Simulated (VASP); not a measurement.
# MgO (rock salt type) (Fm-3m) in VASP: a series of runs

The runs below take MgO (rock salt type) through single point, with PBE.

Everything below comes from runs of VASP 6.6.1. Logs are shortened: lines on timing, memory, paths and dates and some standing lists are left out, and cuts for length are marked.

### Step 1. The cell of the first run

Symmetry: Fm-3m, No. 225, cubic system. The conventional cell has a = 4.226 Å, b = 4.226 Å, c = 4.226 Å, α = 90.00°, β = 90.00°, γ = 90.00°. Mg (site symmetry m-3m) has 6 O at 2.11 Å within 2.8 Å. O (site symmetry m-3m) has 6 Mg at 2.11 Å within 2.8 Å.

### Step 2. Single point, PBE

Contents of INCAR:

```
ALGO     = Normal         # electronic algorithm
EDIFF    = 1E-7           # SCF threshold, eV
ENCUT    = 520            # plane-wave cutoff, eV
GGA      = PE             # functional
ISIF     = 2              # what is computed and relaxed
ISMEAR   = -1             # smearing method
LASPH    = True           # aspherical terms in the spheres
LCHARG   = False          # write CHGCAR
LREAL    = False          # projectors in reciprocal space
LWAVE    = False          # write WAVECAR
NBANDS   = 11             # bands
NELM     = 80             # most SCF steps
PREC     = Accurate       # precision mode
SIGMA    = 0.06122561905347299 # smearing width, eV
```

Contents of KPOINTS:

```
k-points
0
Gamma
  44 44 44
```

Contents of POSCAR:

```
MgO
1.0
    0.0000000000      2.1128727010      2.1128727010
    2.1128727010      0.0000000000      2.1128727010
    2.1128727010      2.1128727010      0.0000000000
Mg O
1 1
Direct
    0.0000000000      0.0000000000      0.0000000000
    0.5000000000      0.5000000000      0.5000000000
```

Potentials or basis: VASP PAW PBE potentials, release 64 (Mg, O).

Started as:

```
$ cat potpaw_PBE.64/Mg/POTCAR potpaw_PBE.64/O/POTCAR > POTCAR
$ mpirun -np 1 vasp_std > vasp.out
```

OUTCAR:

```text
EDIFF = 1E-7
   ENCUT = 520
   GGA = PE
   ISIF = 2
   ISMEAR = -1
   LASPH = True
   LREAL = False
   NELM = 80
   PREC = Accurate

 ion  position               nearest neighbor table
   1  0.000  0.000  0.000-   2 2.11   2 2.11   2 2.11   2 2.11   2 2.11   2 2.11
   2  0.500  0.500  0.500-   1 2.11   1 2.11   1 2.11   1 2.11   1 2.11   1 2.11

  LATTYP: Found a face centered cubic cell.
 ALAT       =     4.2257454020

  Lattice vectors:

 A1 = (   0.0000000000,   2.1128727010,   2.1128727010)
 A2 = (   2.1128727010,   0.0000000000,   2.1128727010)
 A3 = (   2.1128727010,   2.1128727010,   0.0000000000)

Analysis of symmetry for initial positions (statically):
=====================================================================
 Subroutine PRICEL returns:
 Original cell was already a primitive cell.

 Routine SETGRP: Setting up the symmetry group for a
 face centered cubic supercell.

 Subroutine GETGRP returns: Found 48 space group operations
 (whereof 48 operations were pure point group operations)
 out of a pool of 48 trial point group operations.

The static configuration has the point symmetry O_h .

Analysis of symmetry for dynamics (positions and initial velocities):
=====================================================================
 Subroutine PRICEL returns:
 Original cell was already a primitive cell.

 Routine SETGRP: Setting up the symmetry group for a
 face centered cubic supercell.

 Subroutine GETGRP returns: Found 48 space group operations
 (whereof 48 operations were pure point group operations)
 out of a pool of 48 trial point group operations.

The dynamic configuration has the point symmetry O_h .

 Subroutine INISYM returns: Found 48 space group operations
 (whereof 48 operations are pure point group operations),
 and found     1 'primitive' translations

----------------------------------------------------------------------------------------

                                     Primitive cell

  volume of cell :      18.8647

  direct lattice vectors                    reciprocal lattice vectors
     0.000000000  2.112872701  2.112872701    -0.236644640  0.236644640  0.236644640
     2.112872701  0.000000000  2.112872701     0.236644640 -0.236644640  0.236644640
     2.112872701  2.112872701  0.000000000     0.236644640  0.236644640 -0.236644640

  length of vectors
     2.988053229  2.988053229  2.988053229     0.409880540  0.409880540  0.409880540

  position of ions in fractional coordinates (direct lattice)
     0.000000000  0.000000000  0.000000000
     0.500000000  0.500000000  0.500000000

  ion indices of the primitive-cell ions
   primitive index   ion index
                 1           1
                 2           2

----------------------------------------------------------------------------------------

 KPOINTS: k-points

Automatic generation of k-mesh.
 Grid dimensions read from file:
 generate k-points for:   44   44   44

 Generating k-lattice:

  Cartesian coordinates                     Fractional coordinates (reciprocal lattice)
    -0.005378287  0.005378287  0.005378287     0.022727273  0.000000000  0.000000000
     0.005378287 -0.005378287  0.005378287     0.000000000  0.022727273  0.000000000
     0.005378287  0.005378287 -0.005378287     0.000000000  0.000000000  0.022727273

  Length of vectors
     0.009315467  0.009315467  0.009315467

  Shift w.r.t. Gamma in fractional coordinates (k-lattice)
     0.000000000  0.000000000  0.000000000

 Subroutine IBZKPT returns following result:
 ===========================================

 Found   2168 irreducible k-points:

 Following reciprocal coordinates:
            Coordinates               Weight
  0.000000  0.000000  0.000000      1.000000
  0.022727  0.000000  0.000000      8.000000
  0.045455  0.000000  0.000000      8.000000
  0.068182  0.000000  0.000000      8.000000
  0.090909  0.000000  0.000000      8.000000
  0.113636  0.000000  0.000000      8.000000
[... 16 lines left out ...]
  0.500000  0.000000  0.000000      4.000000
  0.022727  0.022727  0.000000      6.000000
 [... further k-points ...]
   k-points           NKPTS =   2168   k-points in BZ     NKDIM =   2168   number of bands    NBANDS=     11
   number of dos      NEDOS =    301   number of ions     NIONS =      2
   total plane-waves  NPLWV =  13824
   dimension x,y,z NGX =    24 NGY =   24 NGZ =   24
   dimension x,y,z NGXF=    48 NGYF=   48 NGZF=   48
   ions per type =               1   1
   NGX,Y,Z   is equivalent  to a cutoff of  13.35, 13.35, 13.35 a.u.
   NGXF,Y,Z  is equivalent  to a cutoff of  26.71, 26.71, 26.71 a.u.
 SYSTEM =  unknown system
   PREC   = accura    normal or accurate (medium, high low for compatibility)
   ISTART =      0    job   : 0-new  1-cont  2-samecut
   ICHARG =      2    charge: 1-file 2-atom 10-const
   ISPIN  =      1    spin polarized calculation?
   LNONCOLLINEAR =      F non collinear calculations
   LSORBIT =      F    spin-orbit coupling
   LASPH  =      T    aspherical Exc in radial PAW
   ENCUT  =  520.0 eV  38.22 Ry    6.18 a.u.   5.56  5.56  5.56*2*pi/ulx,y,z
   NELM   =     80;   NELMIN=  2; NELMDL= -5     # of ELM steps
   EDIFF  = 0.1E-06   stopping-criterion for ELM
   LREAL  =      F    real-space projection
   EDIFFG = 0.1E-05   stopping-criterion for IOM
   NSW    =      0    number of steps for IOM
   IBRION =     -1    ionic relax: 0-MD 1-quasi-New 2-CG
   NFREE  =      0    steps in history (QN), initial steepest desc. (CG)
   ISIF   =      2    stress and relaxation
   ISYM   =      2    0-nonsym 1-usesym 2-fastsym
   POTIM  = 0.5000    time-step for ionic-motion
   TEBEG  =    0.0;   TEEND  =   0.0 temperature during run
   PSTRESS=    0.0 pullay stress
   NELECT =       8.0000    total number of electrons
   NUPDOWN=      -1.0000    fix difference up-down
   EMIN   =  10.00;   EMAX   =-10.00  energy-range for DOS
   EFERMI =   0.00;   METHOD = LEGACY
   ISMEAR =    -1;   SIGMA  =   0.06  broadening in eV -4-tet -1-fermi 0-gaus
   EFERMI_NEDOS =   21; number of points for ismear=-14 and -15
   IALGO  =     38    algorithm
   IMIX   =      4    mixing-type and parameters
     AMIX     =   0.40;   BMIX     =  1.00
     AMIX_MAG =   1.60;   BMIX_MAG =  1.00
  volume/ion in A,a.u.               =       9.43        63.65
  Fermi-wavevector in a.u.,A,eV,Ry     =   1.229952  2.324272 20.582648  1.512782
  Thomas-Fermi vector in A             =   2.364819
   LORBIT       =      0    0 simple, 1 ext, 2 COOP (PROOUT), +10 PAW based schemes
   GGA     = PE    functional components
   LHFCALC =     F    Hartree Fock is set to
   AEXX    =    0.0000 exact exchange contribution
   IVDW    =     0    specifies the selected vdW correction
   LEPSILON=     F    determine dielectric tensor
   LRPA    =     F    only Hartree local field effects (RPA)
 non-spin polarized calculation
  energy-cutoff  :      520.00
  volume of cell :       18.86
 maximum number of plane-waves:       532
   NGX = 11   NGY = 11   NGZ = 11

 number of electron       8.0000005 magnetization

 Free energy of the ion-electron system (eV)
  ---------------------------------------------------
  ext. energy  EPLUGINS =         0.00000000
  ---------------------------------------------------
  free energy    TOTEN  =       -11.90937311 eV

  energy without entropy =      -11.90937311  energy(sigma->0) =      -11.90937311

 E-fermi :   4.3285     XC(G=0): -11.0326

 val. band max:        3.1141936419   @ k =   0.0000   0.0000   0.0000
 cond. band min:       7.7466046946   @ k =   0.0000   0.0000   0.0000
 fundamental gap:      4.6324110527
 Fermi energy:         4.3285246067

 k-point     1 :       0.0000    0.0000    0.0000
  band No.  band energies     occupation
      1     -14.0996      2.00000
      2       3.1142      2.00000
      3       3.1142      2.00000
      4       3.1142      2.00000
      5       7.7466      0.00000
      6      18.8589      0.00000
      7      18.8589      0.00000
      8      18.8589      0.00000
      9      22.7501      0.00000
     10      24.5131      0.00000
     11      24.5131      0.00000

 k-point     2 :       0.0227    0.0000    0.0000
  band No.  band energies     occupation
      1     -14.0942      2.00000
      2       3.0756      2.00000
      3       3.1106      2.00000
      4       3.1106      2.00000
      5       7.7844      0.00000
      6      18.7629      0.00000
      7      18.8719      0.00000
      8      18.8719      0.00000
      9      22.8725      0.00000
     10      24.4558      0.00000
     11      24.4558      0.00000

 k-point     3 :       0.0455    0.0000    0.0000
  band No.  band energies     occupation
      1     -14.0778      2.00000
      2       2.9637      2.00000
      3       3.1000      2.00000
      4       3.1000      2.00000
      5       7.8936      0.00000
      6      18.5081      0.00000
      7      18.9106      0.00000
      8      18.9106      0.00000
      9      23.2036      0.00000
     10      24.3030      0.00000
     11      24.3030      0.00000

 k-point     4 :       0.0682    0.0000    0.0000
  band No.  band energies     occupation
      1     -14.0508      2.00000
      2       2.7891      2.00000
      3       3.0826      2.00000
      4       3.0826      2.00000
      5       8.0634      0.00000
      6      18.1595      0.00000
      7      18.9731      0.00000
      8      18.9731      0.00000
      9      23.6671      0.00000
     10      24.0938      0.00000
     11      24.0938      0.00000
[... 239 lines left out ...]
 k-point    22 :       0.4773    0.0000    0.0000
  band No.  band energies     occupation
      1     -12.8474      2.00000
      2      -1.4409      2.00000
      3       2.4750      2.00000
      4       2.4750      2.00000
      5      10.9475      0.00000
      6      15.6007      0.00000
      7      19.3309      0.00000
      8      19.3309      0.00000
      9      23.8694      0.00000
     10      25.4506      0.00000
     11      25.4506      0.00000

 k-point    23 :       0.5000    0.0000    0.0000
  band No.  band energies     occupation
      1     -12.8397      2.00000
      2      -1.4595      2.00000
      3       2.4720      2.00000
      4       2.4720      2.00000
      5      10.9494      0.00000
      6      15.6106      0.00000
      7      19.3246      0.00000
      8      19.3246      0.00000
      9      23.8593      0.00000
     10      25.4941      0.00000
     11      25.4941      0.00000

 k-point    24 :       0.0227    0.0227    0.0000
  band No.  band energies     occupation
      1     -14.0923      2.00000
      2       3.0697      2.00000
      3       3.1060      2.00000
      4       3.1060      2.00000
      5       7.7969      0.00000
      6      18.7309      0.00000
      7      18.8768      0.00000
      8      18.8768      0.00000
      9      22.9127      0.00000
     10      24.3489      0.00000
     11      24.5289      0.00000

 [... further k-points ...]
[... 5 lines left out ...]
  --------------------------------------------------------------------------------------
  -------------------------------------------------------------------------------------
  Total        0.2773608      0.2773608      0.2773608      0.0000000      0.0000000      0.0000000
  in kB       23.5562222     23.5562222     23.5562222      0.0000000      0.0000000      0.0000000
  external PRESSURE =      23.5562222 kB  Pullay stress =       0.0000000 kB

 VOLUME and BASIS-vectors are now :
 -----------------------------------------------------------------------------
  energy-cutoff  :      520.00
  volume of cell :       18.86
      direct lattice vectors                 reciprocal lattice vectors
     0.000000000  2.112872701  2.112872701    -0.236644640  0.236644640  0.236644640
     2.112872701  0.000000000  2.112872701     0.236644640 -0.236644640  0.236644640
     2.112872701  2.112872701  0.000000000     0.236644640  0.236644640 -0.236644640

 POSITION                                       TOTAL-FORCE (eV/Angst)
 -----------------------------------------------------------------------------------
      0.00000      0.00000      0.00000         0.000000     -0.000000     -0.000000
      2.11287      2.11287      2.11287        -0.000000      0.000000      0.000000
 -----------------------------------------------------------------------------------
    total drift:                               -0.000000     -0.000000      0.000000

  FREE ENERGIE OF THE ION-ELECTRON SYSTEM (eV)
  ---------------------------------------------------
  free  energy   TOTEN  =       -11.9093731114 eV

  energy  without entropy=      -11.9093731113  energy(sigma->0) =      -11.90937311
```

It took 5.4 min on 1 thread of AMD EPYC 7R13 (Zen 3), shared host; peak memory 0.54 GiB.

What came out:

* Free energy: -11.9094 eV
* Pressure: 2.4 GPa
* Band gap on the k mesh: 4.63 eV

A k mesh can miss the band edges.

### Step 3. Single point, PBE

This run uses another cell than the first one, of 9.62 Å³/atom.

Contents of INCAR:

```
SYSTEM = MgO
  PREC = Accurate
  ENCUT = 520
  EDIFF = 1E-6
  ISMEAR = -1
  SIGMA = 0.06122561905347299
  LREAL = .False.
  LASPH = .True.
  NELM = 100
  ALGO = Normal
  ISIF = 2
  LWAVE = .False.
  LCHARG = .False.
  GGA = PE
  NBANDS = 11
```

Contents of KPOINTS:

```
regular mesh
0
Gamma
  44 44 44
  0 0 0
```

Contents of POSCAR:

```
MgO
1.0
    0.0000000000      2.1271493010      2.1271493010
    2.1271493010      0.0000000000      2.1271493010
    2.1271493010      2.1271493010      0.0000000000
Mg O
1 1
Direct
    0.0000000000      0.0000000000      0.0000000000
    0.5000000000      0.5000000000      0.5000000000
```

Potentials or basis: VASP PAW PBE potentials, release 64 (Mg, O).

Started as:

```
$ cat potpaw_PBE.64/Mg/POTCAR potpaw_PBE.64/O/POTCAR > POTCAR
$ mpirun -np 1 vasp_std > vasp.out
```

Run time: 5 min. Hardware: 1 thread of AMD EPYC 7R13 (Zen 3), shared host; peak memory 0.54 GiB.

The run converged. Its results:

```
Free energy            : -11.9117 eV
Pressure               : -0.8 GPa
Band gap on the k mesh : 4.44 eV
```

Levels at points of the mesh, in eV from the valence-band top:
```
           k point  band 1  band 2  band 3  band 4  band 5  band 6  band 7  band 8
(0.00, 0.00, 0.00)  -17.11    0.00    0.00    0.00    4.44   15.63   15.63   15.63
(0.50, 0.00, 0.00)  -15.90   -4.49   -0.62   -0.62    7.71   12.27   16.00   16.00
(0.50, 0.50, 0.00)  -15.66   -3.96   -1.31   -1.31    9.08    9.65   12.78   18.52
```

A k mesh can miss the band edges.
